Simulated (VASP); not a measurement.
A run of VASP 6.6.1 is set up as follows.

File INCAR:

```
SYSTEM = BN
PREC = Accurate
ENCUT = 600
EDIFF = 1E-6
ISMEAR = 0
SIGMA = 0.02
LREAL = .FALSE.
LASPH = .TRUE.
NELM = 100
ALGO = Normal
ISIF = 3
LWAVE = .FALSE.
LCHARG = .FALSE.
GGA = PE
IVDW = 12
IBRION = 2
NSW = 70
EDIFFG = -0.005
```

File KPOINTS:

```
regular mesh
0
G
  12 12 12
  0 0 0
```

POSCAR

```
BN
1.0
    0.0000000000      1.8123485119      1.8123485119
    1.8123485119      0.0000000000      1.8123485119
    1.8123485119      1.8123485119      0.0000000000
B N
1 1
Direct
    0.0000000000      0.0000000000      0.0000000000
    0.7500000000      0.7500000000      0.7500000000
```

Potentials or basis: VASP PAW PBE potentials, release 64 (B, N).

The run is started by

```bash
$ cat potpaw_PBE.64/B/POTCAR potpaw_PBE.64/N/POTCAR > POTCAR
$ mpirun -np 1 vasp_std > vasp.out
```

(1) Predict the relaxed volume.

(2) Estimate the space group after relaxing (to 0.05 Å).

(3) Predict the relaxed cell.

(4) What does it give for the band gap on the k mesh?

## Answers

(1) 5.86 Å³/atom.

(2) F-43m (No. 216).

(3) a = 2.550 Å, b = 2.550 Å, c = 2.550 Å, α = 60.00°, β = 60.00°, γ = 60.00°.

(4) 4.47 eV, indirect (least direct gap 8.85 eV).
